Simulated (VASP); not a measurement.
The system is Si2Ge3.

```
CELL_PARAMETERS angstrom
4.06175 0.00000 0.00000
-2.03087 3.51757 0.00000
0.00000 0.00000 6.78631
ATOMIC_POSITIONS crystal
Si 0.33333 0.66667 0.21458
Si 0.66667 0.33333 0.78542
Ge 0.33333 0.66667 0.63253
Ge 0.66667 0.33333 0.36747
Ge 0.00000 0.00000 0.00000
```

The cell was generated, and may not be a known phase.

* Program: VASP 6.6.1
* Task: relaxation of cell and atoms
* Functional: PBE
* Potentials or basis: VASP PAW PBE potentials, release 64 (Si, Ge_d)
* Cutoff: 600 eV
* k mesh: 12 × 12 × 6
* Occupations: gaussian, width 0.1 eV
* Spin: no spin polarisation

At the start: pressure 0.0 GPa; volume 19.39 Å³/atom.

Where does the relaxation end?

Over 30 steps the energy falls by 11.0 meV/atom and the volume is 19.02 Å³/atom (-1.9 %); space group P-3m1 (No. 164, to 0.1 Å) before and after.

Step by step:
```tsv
step	energy change (eV)	largest force (eV/Å)	pressure (GPa)	volume (Å³)
1	0.0000	0.0458	0.01	96.96
2	-0.0031	0.0469	-0.02	96.97
3	-0.0128	0.0357	-0.06	96.99
4	-0.0233	0.0521	0.02	96.96
5	-0.0351	0.1770	0.23	96.63
6	-0.0366	0.1371	0.10	96.74
7	-0.0413	0.0801	-0.58	97.42
8	-0.0425	0.0455	-0.96	97.78
9	-0.0442	0.0381	-0.96	97.67
10	-0.0481	0.0111	-0.90	97.33
11	-0.0495	0.0708	-0.77	96.61
12	-0.0497	0.0533	-0.78	96.82
13	-0.0517	0.0592	-0.45	96.36
14	-0.0527	0.0657	-0.07	95.86
15	-0.0528	0.0676	0.01	95.71
16	-0.0528	0.0682	0.07	95.66
17	-0.0528	0.0679	0.06	95.69
18	-0.0530	0.0621	0.04	95.68
19	-0.0536	0.0449	0.03	95.64
20	-0.0542	0.0290	0.01	95.57
21	-0.0542	0.0319	0.00	95.55
22	-0.0543	0.0265	-0.02	95.53
23	-0.0547	0.0108	-0.08	95.49
24	-0.0548	0.0209	-0.20	95.40
25	-0.0548	0.0082	-0.14	95.43
26	-0.0549	0.0079	-0.09	95.31
27	-0.0550	0.0104	0.00	95.14
28	-0.0550	0.0115	0.04	95.08
29	-0.0550	0.0112	0.04	95.10
30	-0.0550	0.0097	0.01	95.08
```

Final structure:
```yaml
crystal:
  lattice:
    - [3.79161, 0.00000, 0.00000]
    - [-1.89581, 3.28363, 0.00000]
    - [0.00000, 0.00000, 7.63702]
  atoms:
    - { symbol: Si, position: [0.33333, 0.66667, 0.20481] }
    - { symbol: Si, position: [0.66667, 0.33333, 0.79519] }
    - { symbol: Ge, position: [0.33333, 0.66667, 0.62422] }
    - { symbol: Ge, position: [0.66667, 0.33333, 0.37578] }
    - { symbol: Ge, position: [0.00000, 0.00000, 0.00000] }
```
